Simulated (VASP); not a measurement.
# Be2Zn3Te3 (P-4m2) in VASP: single point with PBE

Aim: the single point of Be2Zn3Te3 with PBE.

All numbers are computed with VASP 6.6.1; they aren't measurements. Logs are shortened: lines on timing, memory, paths and dates and some standing lists are left out, and cuts for length are marked.

## 1. The cell of the first run

Symmetry: P-4m2, No. 115, tetragonal system. Conventional cell: a = 4.340 Å, b = 4.340 Å, c = 10.280 Å, α = 90.00°, β = 90.00°, γ = 90.00°. Be (site symmetry 2mm) has 2 Zn at 2.48 Å and 2 Te at 2.48 Å within 3.3 Å. Zn (site symmetry -4m2) has 4 Te at 2.74 Å and 4 Zn at 3.07 Å within 3.6 Å. Within 3.3 Å of Zn (site symmetry -4m2) lie 4 Be at 2.48 Å and 4 Te at 3.07 Å. Zn (site symmetry -4m2) has 4 Te at 2.74 Å and 4 Zn at 3.07 Å within 3.6 Å. Te (site symmetry 2mm) has 4 Zn at 2.74 Å within 3.6 Å. Within 3.3 Å of Te (site symmetry -4m2) lie 4 Be at 2.48 Å and 4 Zn at 3.07 Å.

## 2. Single point, PBE

Contents of INCAR:

```
  PREC = Accurate
  ENCUT = 520
  EDIFF = 1E-6
  ISMEAR = 0
  SIGMA = 0.2
  LREAL = False
  LASPH = True
  NELM = 80
  ALGO = Fast
  ISIF = 2
  LWAVE = False
  LCHARG = False
  GGA = PE
  NBANDS = 39
```

Contents of KPOINTS:

```
Automatic mesh
0
Gamma
  4 4 2
```

Contents of POSCAR:

```
Be2Zn3Te3
1.0
    4.3396408295      0.0000000000      0.0000000000
    0.0000000000      4.3396408295      0.0000000000
    0.0000000000      0.0000000000     10.2801557655
Be Zn Te
2 3 3
Direct
    0.5000000000      0.0000000000      0.8825702177
    0.0000000000      0.5000000000      0.1174297823
    0.0000000000      0.0000000000      0.5000000000
    0.0000000000      0.0000000000      0.0000000000
    0.5000000000      0.5000000000      0.5000000000
    0.0000000000      0.5000000000      0.6626965884
    0.5000000000      0.0000000000      0.3373034116
    0.5000000000      0.5000000000      0.0000000000
```

Potentials or basis: VASP PAW PBE potentials, release 64 (Be, Zn, Te).

The run is started by

```console
$ cat potpaw_PBE.64/Be/POTCAR potpaw_PBE.64/Zn/POTCAR potpaw_PBE.64/Te/POTCAR > POTCAR
$ mpirun -np 1 vasp_std > vasp.out
```

OUTCAR:

```text
PREC = Accurate
   ENCUT = 520
   EDIFF = 1E-6
   ISMEAR = 0
   LREAL = False
   LASPH = True
   NELM = 80
   ISIF = 2
   GGA = PE

 ion  position               nearest neighbor table
   1  0.500  0.000  0.883-   4 2.48   8 2.48   8 2.48   4 2.48
   2  0.000  0.500  0.117-   4 2.48   8 2.48   4 2.48   8 2.48
   3  0.000  0.000  0.500-   6 2.74   7 2.74   6 2.74   7 2.74
   4  0.000  0.000  0.000-   1 2.48   2 2.48   2 2.48   1 2.48   8 3.07   8 3.07   8 3.07   8 3.07

   5  0.500  0.500  0.500-   6 2.74   7 2.74   7 2.74   6 2.74
   6  0.000  0.500  0.663-   3 2.74   5 2.74   3 2.74   5 2.74
   7  0.500  0.000  0.337-   3 2.74   5 2.74   5 2.74   3 2.74
   8  0.500  0.500  0.000-   1 2.48   2 2.48   1 2.48   2 2.48   4 3.07   4 3.07   4 3.07   4 3.07

  LATTYP: Found a simple tetragonal cell.
 ALAT       =     4.3396408295
 C/A-ratio  =     2.3688955306

  Lattice vectors:

 A1 = (   4.3396408295,   0.0000000000,   0.0000000000)
 A2 = (   0.0000000000,   4.3396408295,   0.0000000000)
 A3 = (   0.0000000000,   0.0000000000,  10.2801557655)

Analysis of symmetry for initial positions (statically):
=====================================================================
 Subroutine PRICEL returns:
 Original cell was already a primitive cell.

 Routine SETGRP: Setting up the symmetry group for a
 simple tetragonal supercell.

 Subroutine GETGRP returns: Found  8 space group operations
 (whereof  8 operations were pure point group operations)
 out of a pool of 16 trial point group operations.

The static configuration has the point symmetry D_2d.

Analysis of symmetry for dynamics (positions and initial velocities):
=====================================================================
 Subroutine PRICEL returns:
 Original cell was already a primitive cell.

 Routine SETGRP: Setting up the symmetry group for a
 simple tetragonal supercell.

 Subroutine GETGRP returns: Found  8 space group operations
 (whereof  8 operations were pure point group operations)
 out of a pool of 16 trial point group operations.

The dynamic configuration has the point symmetry D_2d.

 Subroutine INISYM returns: Found  8 space group operations
 (whereof  8 operations are pure point group operations),
 and found     1 'primitive' translations

----------------------------------------------------------------------------------------

                                     Primitive cell

  volume of cell :     193.6009

  direct lattice vectors                    reciprocal lattice vectors
     4.339640830  0.000000000  0.000000000     0.230433817  0.000000000  0.000000000
     0.000000000  4.339640830  0.000000000     0.000000000  0.230433817  0.000000000
     0.000000000  0.000000000 10.280155765     0.000000000  0.000000000  0.097274791

  length of vectors
     4.339640830  4.339640830 10.280155765     0.230433817  0.230433817  0.097274791

  position of ions in fractional coordinates (direct lattice)
     0.500000000  0.000000000  0.882570218
     0.000000000  0.500000000  0.117429782
     0.000000000  0.000000000  0.500000000
     0.000000000  0.000000000  0.000000000
     0.500000000  0.500000000  0.500000000
     0.000000000  0.500000000  0.662696588
     0.500000000  0.000000000  0.337303412
     0.500000000  0.500000000  0.000000000

  ion indices of the primitive-cell ions
   primitive index   ion index
                 1           1
                 2           2
                 3           3
                 4           4
                 5           5
                 6           6
                 7           7
                 8           8

----------------------------------------------------------------------------------------

 KPOINTS: Automatic mesh

Automatic generation of k-mesh.
 Grid dimensions read from file:
 generate k-points for:    4    4    2

 Generating k-lattice:

  Cartesian coordinates                     Fractional coordinates (reciprocal lattice)
     0.057608454  0.000000000  0.000000000     0.250000000  0.000000000  0.000000000
     0.000000000  0.057608454  0.000000000     0.000000000  0.250000000  0.000000000
     0.000000000  0.000000000  0.048637395     0.000000000  0.000000000  0.500000000

  Length of vectors
     0.057608454  0.057608454  0.048637395

  Shift w.r.t. Gamma in fractional coordinates (k-lattice)
     0.000000000  0.000000000  0.000000000

 Subroutine IBZKPT returns following result:
 ===========================================

 Found     12 irreducible k-points:

 Following reciprocal coordinates:
            Coordinates               Weight
  0.000000  0.000000  0.000000      1.000000
  0.250000  0.000000  0.000000      4.000000
  0.500000  0.000000  0.000000      2.000000
  0.250000  0.250000  0.000000      4.000000
  0.500000  0.250000  0.000000      4.000000
  0.500000  0.500000  0.000000      1.000000
  0.000000  0.000000  0.500000      1.000000
  0.250000  0.000000  0.500000      4.000000
  0.500000  0.000000  0.500000      2.000000
  0.250000  0.250000  0.500000      4.000000
  0.500000  0.250000  0.500000      4.000000
  0.500000  0.500000  0.500000      1.000000
   k-points           NKPTS =     12   k-points in BZ     NKDIM =     12   number of bands    NBANDS=     39
   number of dos      NEDOS =    301   number of ions     NIONS =      8
   total plane-waves  NPLWV =  81920
   dimension x,y,z NGX =    32 NGY =   32 NGZ =   80
   dimension x,y,z NGXF=    64 NGYF=   64 NGZF=  160
   ions per type =               2   3   3
   NGX,Y,Z   is equivalent  to a cutoff of  12.26, 12.26, 12.94 a.u.
   NGXF,Y,Z  is equivalent  to a cutoff of  24.52, 24.52, 25.87 a.u.
 SYSTEM =  unknown system
   PREC   = accura    normal or accurate (medium, high low for compatibility)
   ISTART =      0    job   : 0-new  1-cont  2-samecut
   ICHARG =      2    charge: 1-file 2-atom 10-const
   ISPIN  =      1    spin polarized calculation?
   LNONCOLLINEAR =      F non collinear calculations
   LSORBIT =      F    spin-orbit coupling
   LASPH  =      T    aspherical Exc in radial PAW
   ENCUT  =  520.0 eV  38.22 Ry    6.18 a.u.   8.07  8.07 19.11*2*pi/ulx,y,z
   NELM   =     80;   NELMIN=  2; NELMDL= -5     # of ELM steps
   EDIFF  = 0.1E-05   stopping-criterion for ELM
   LREAL  =      F    real-space projection
   EDIFFG = 0.1E-04   stopping-criterion for IOM
   NSW    =      0    number of steps for IOM
   IBRION =     -1    ionic relax: 0-MD 1-quasi-New 2-CG
   NFREE  =      0    steps in history (QN), initial steepest desc. (CG)
   ISIF   =      2    stress and relaxation
   ISYM   =      2    0-nonsym 1-usesym 2-fastsym
   POTIM  = 0.5000    time-step for ionic-motion
   TEBEG  =    0.0;   TEEND  =   0.0 temperature during run
   PSTRESS=    0.0 pullay stress
   NELECT =      58.0000    total number of electrons
   NUPDOWN=      -1.0000    fix difference up-down
   EMIN   =  10.00;   EMAX   =-10.00  energy-range for DOS
   EFERMI =   0.00;   METHOD = LEGACY
   ISMEAR =     0;   SIGMA  =   0.20  broadening in eV -4-tet -1-fermi 0-gaus
   EFERMI_NEDOS =   21; number of points for ismear=-14 and -15
   IALGO  =     68    algorithm
   IMIX   =      4    mixing-type and parameters
     AMIX     =   0.40;   BMIX     =  1.00
     AMIX_MAG =   1.60;   BMIX_MAG =  1.00
  volume/ion in A,a.u.               =      24.20       163.31
  Fermi-wavevector in a.u.,A,eV,Ry     =   1.095423  2.070049 16.326323  1.199951
  Thomas-Fermi vector in A             =   2.231746
   LORBIT       =      0    0 simple, 1 ext, 2 COOP (PROOUT), +10 PAW based schemes
   GGA     = PE    functional components
   LHFCALC =     F    Hartree Fock is set to
   AEXX    =    0.0000 exact exchange contribution
   IVDW    =     0    specifies the selected vdW correction
   LEPSILON=     F    determine dielectric tensor
   LRPA    =     F    only Hartree local field effects (RPA)
 non-spin polarized calculation
 RMM-DIIS sequential band-by-band and
 Gauss-broadening in eV      SIGMA  =   0.20
  energy-cutoff  :      520.00
  volume of cell :      193.60
 maximum number of plane-waves:      5280
   NGX = 17   NGY = 17   NGZ = 39

 number of electron      57.9999982 magnetization

 Free energy of the ion-electron system (eV)
  ---------------------------------------------------
  ext. energy  EPLUGINS =         0.00000000
  ---------------------------------------------------
  free energy    TOTEN  =       -17.76328763 eV

  energy without entropy =      -17.70536659  energy(sigma->0) =      -17.73432711

 E-fermi :   4.1857     XC(G=0):  -9.1475

 val. band max:        4.1751101336   @ k =   0.0000   0.0000   0.0000
 cond. band min:       4.3296630099   @ k =   0.5000   0.5000   0.0000
 fundamental gap:      0.1545528763
 Fermi energy:         4.1857180704

 k-point     1 :       0.0000    0.0000    0.0000
  band No.  band energies     occupation
      1      -8.9286      2.00000
      2      -8.0847      2.00000
      3      -7.3360      2.00000
      4      -3.5682      2.00000
      5      -3.5158      2.00000
      6      -3.4979      2.00000
[... 31 lines left out ...]
     38       8.1552      0.00000
     39       8.1553      0.00000

 k-point     2 :       0.2500    0.0000    0.0000
  band No.  band energies     occupation
      1      -8.7004      2.00000
      2      -7.8444      2.00000
      3      -7.2851      2.00000
      4      -3.5222      2.00000
      5      -3.4578      2.00000
      6      -3.4397      2.00000
[... 409 lines left out ...]
     38       9.0492      0.00000
     39       9.5220      0.00000

 k-point    12 :       0.5000    0.5000    0.5000
  band No.  band energies     occupation
      1      -8.1086      2.00000
      2      -7.0956      2.00000
      3      -7.0956      2.00000
      4      -3.5782      2.00000
      5      -3.5311      2.00000
      6      -3.3298      2.00000
[... 31 lines left out ...]
     38       8.7979      0.00000
     39       9.7514      0.00000

------------------------ aborting loop because EDIFF is reached ----------------------------------------

  FORCE on cell =-STRESS in cart. coord.  units (eV):
  Direction    XX          YY          ZZ          XY          YZ          ZX
  --------------------------------------------------------------------------------------
  -------------------------------------------------------------------------------------
  Total        0.3230964      0.3230964      0.5458929      0.0000000     -0.0000000      0.0000000
  in kB        2.6738399      2.6738399      4.5176313      0.0000000     -0.0000000      0.0000000
  external PRESSURE =       3.2884371 kB  Pullay stress =       0.0000000 kB

 VOLUME and BASIS-vectors are now :
 -----------------------------------------------------------------------------
  energy-cutoff  :      520.00
  volume of cell :      193.60
      direct lattice vectors                 reciprocal lattice vectors
     4.339640830  0.000000000  0.000000000     0.230433817  0.000000000  0.000000000
     0.000000000  4.339640830  0.000000000     0.000000000  0.230433817  0.000000000
     0.000000000  0.000000000 10.280155765     0.000000000  0.000000000  0.097274791

 POSITION                                       TOTAL-FORCE (eV/Angst)
 -----------------------------------------------------------------------------------
      2.16982      0.00000      9.07296        -0.000000     -0.000000      0.010761
      0.00000      2.16982      1.20720        -0.000000     -0.000000     -0.010761
      0.00000      0.00000      5.14008         0.000000     -0.000000      0.000000
      0.00000      0.00000      0.00000        -0.000000     -0.000000      0.000000
      2.16982      2.16982      5.14008        -0.000000      0.000000      0.000000
      0.00000      2.16982      6.81262        -0.000000     -0.000000      0.070762
      2.16982      0.00000      3.46753        -0.000000     -0.000000     -0.070762
      2.16982      2.16982      0.00000        -0.000000     -0.000000      0.000000
 -----------------------------------------------------------------------------------
    total drift:                                0.000000      0.000000     -0.000000

  FREE ENERGIE OF THE ION-ELECTRON SYSTEM (eV)
  ---------------------------------------------------
  free  energy   TOTEN  =       -17.7632876286 eV

  energy  without entropy=      -17.7053665941  energy(sigma->0) =      -17.73432711
```

Wall time 41 s (1 thread of Intel Xeon 6975P-C (Granite Rapids), shared host); peak memory 0.31 GiB.

What came out:

```
Free energy            : -17.7633 eV
Pressure               : 0.3 GPa
Largest force          : 0.071 eV/Å
Band gap on the k mesh : zero (band 29 reaches 4.33 eV, above the bottom of band 30 at 4.02 eV)
```

Forces in eV/Å, atoms in the order of the input:
```
Be   0.000  0.000  0.011
Be   0.000  0.000 -0.011
Zn   0.000  0.000  0.000
Zn   0.000  0.000  0.000
Zn   0.000  0.000  0.000
Te   0.000  0.000  0.071
Te   0.000  0.000 -0.071
Te   0.000  0.000  0.000
```

Stress tensor (GPa, compression positive):
```
0.27 0.00 0.00
0.00 0.27 0.00
0.00 0.00 0.45
```

Caveat: the k points lie up to 0.36 Å⁻¹ apart; spin-orbit coupling is left out, which moves the levels of the heavy elements.
